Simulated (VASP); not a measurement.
Wanted: the native input for a VASP 6.6.1 run.

```yaml
Task: single point
Functional: PBE
Potentials_or_basis: VASP PAW PBE potentials, release 64 (Ge_d)
Cutoff: 520 eV
k_mesh: 6 × 6 × 6
Occupations: fermi-dirac, width 0.05 eV
Spin: no spin polarisation
Dipole_correction: no
Further_INCAR_settings: ALGO = Normal; EDIFF = 1e-06; NBANDS = 21
```

The structure of Ge lies in POSCAR:

```
Ge
1.0
    0.0000000000      2.8752938178      2.8752938178
    2.8752938178      0.0000000000      2.8752938178
    2.8752938178      2.8752938178      0.0000000000
Ge
2
Direct
    0.0000000000      0.0000000000      0.0000000000
    0.2500000000      0.2500000000      0.2500000000
```

One way to write it, as run:

INCAR

```
SYSTEM = Ge
PREC = Accurate
ENCUT = 520
EDIFF = 1E-6
ISMEAR = -1
SIGMA = 0.05
LREAL = .FALSE.
LASPH = .TRUE.
NELM = 60
ALGO = Normal
ISIF = 2
LWAVE = .FALSE.
LCHARG = .TRUE.
GGA = PE
LELF = .TRUE.
LVHAR = .TRUE.
NBANDS = 21
```

KPOINTS

```
Automatic mesh
0
G
  6 6 6
  0 0 0
```

Potentials or basis: VASP PAW PBE potentials, release 64 (Ge_d).

Command:

```console
$ cat potpaw_PBE.64/Ge_d/POTCAR > POTCAR
$ mpirun -np 1 vasp_std > vasp.out
```

It gave:

```yaml
Pressure: 0.4 GPa
Band_gap_on_the_k_mesh: zero (filled and empty bands touch)
```

Run time: 21 s on 1 thread of Intel(R) Xeon(R) Platinum 8259CL CPU @ 2.50GHz (Skylake/Cascade Lake), on a shared host, peak memory 0.16 GiB.
